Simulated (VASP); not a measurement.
A run of VASP 6.6.1:

The input INCAR:

```
PREC = Accurate ; ENCUT = 520
EDIFF = 1E-6 ; ISMEAR = -1
SIGMA = 0.05 ; LREAL = False
LASPH = True ; NELM = 80
ALGO = Normal ; ISIF = 2
LWAVE = False ; LCHARG = False
GGA = CA ; NBANDS = 18
```

Contents of KPOINTS:

```
regular mesh
0
Gamma
  6 6 4
```

The input POSCAR:

```
Sc
1.0
    3.2357895711      0.0000000000      0.0000000000
   -1.6178947856      2.8022759699      0.0000000000
    0.0000000000      0.0000000000      4.9700982790
Sc
2
Direct
    0.3333333333      0.6666666667      0.2500000000
    0.6666666667      0.3333333333      0.7500000000
```

Potentials or basis: VASP PAW LDA potentials, release 64 (Sc_sv).

Run with:

```console
$ cat potpaw_LDA.64/Sc_sv/POTCAR > POTCAR
$ mpirun -np 1 vasp_std > vasp.out
```

Hardware: 1 thread of Intel(R) Xeon(R) Platinum 8259CL CPU @ 2.50GHz (Skylake/Cascade Lake), with other jobs on the host.

Task: Estimate the wall time of this run.

Result: Wall time 11 s on 1 thread of Intel(R) Xeon(R) Platinum 8259CL CPU @ 2.50GHz (Skylake/Cascade Lake), with other jobs on the host, peak memory 0.14 GiB. Counts: scf iterations 11, k points 21.
